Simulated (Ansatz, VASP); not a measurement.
**V in VASP and in Ansatz**

```xyz
1
Lattice="-1.3958 1.6628 1.6696 1.5248 -1.5109 1.6467 1.2893 1.4043 -1.5177" Properties=species:S:1:pos:R:3 pbc="T T T"
V     0.0000    0.0000    0.0000
```

Change from the starting cell: volume scaled by 1.04.

Alike in both runs: task single point; functional PBE; k mesh 11 × 12 × 13; occupations fermi-dirac, width 0.05 eV; collinear spin.

|  | VASP | Ansatz |
| --- | --- | --- |
| version | VASP 6.6.1 | Ansatz 0.2.0 |
| potentials or method | VASP PAW PBE potentials, release 64 (V_sv), cutoff 520 eV | all-electron LAPW, scalar-relativistic |

VASP gave:

| Item | Value |
| --- | --- |
| gap on the k mesh at the Fermi level (eV) | none |
| pressure (GPa) | -7.4 |
| traceless stress, the component that is largest in VASP (GPa) | 7.65 |
| net moment per atom (μB) | 0.00 |

Task: Estimate Ansatz's values.

Result: gap on the k mesh at the Fermi level (eV): none; pressure (GPa): -7.6; traceless stress, the component that is largest in VASP (GPa): 7.66; net moment per atom (μB): 0.00.

A gap of «none» marks a metal or a gap that the smearing closes. Ansatz ran all-electron here, and VASP with PAW potentials.
